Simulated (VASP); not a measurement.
Runs of VASP 6.6.1 on Ni. The structure is cubic, space group Fm-3m (No. 225). The conventional cell has a = 3.535 Å, b = 3.535 Å, c = 3.535 Å, α = 90.00°, β = 90.00°, γ = 90.00°. Within 3.3 Å of Ni (site symmetry m-3m) lie 12 Ni at 2.50 Å. 

| spin | fixed moment (μB) | pressure (GPa) | moment (μB) |
| --- | --- | --- | --- |
| collinear, ferromagnetic start | 1.99 | (a) | 1.99 |
| collinear, ferromagnetic start | 1.24 | (c) | 1.24 |
| collinear, ferromagnetic start | 0.99 | 0.4 | 0.99 |
| collinear, ferromagnetic start | 1.74 | 14.2 | 1.74 |
| collinear, ferromagnetic start | 0.5 | (b) | 0.50 |
| collinear, ferromagnetic start | - | -2.3 | 0.68 |
| collinear, ferromagnetic start | 0.25 | -3.6 | 0.25 |
| collinear, zero start | 0.0 | -3.8 | 0.00 |

Alike in all rows: task single point; level PBE; potentials or basis VASP PAW PBE potentials, release 64 (Ni); cell as given; k mesh 12 × 12 × 12; cutoff (eV) 520; smearing fermi-dirac 0.05 eV.

Question: Estimate the missing entries.

Answer: (a) 23.0; (b) -3.1; (c) 3.9.

Caveats: the total moment is fixed, so each spin has its own Fermi level (at least some runs); the cell stands under pressure (at least some runs); the cell stands under tension (at least some runs).
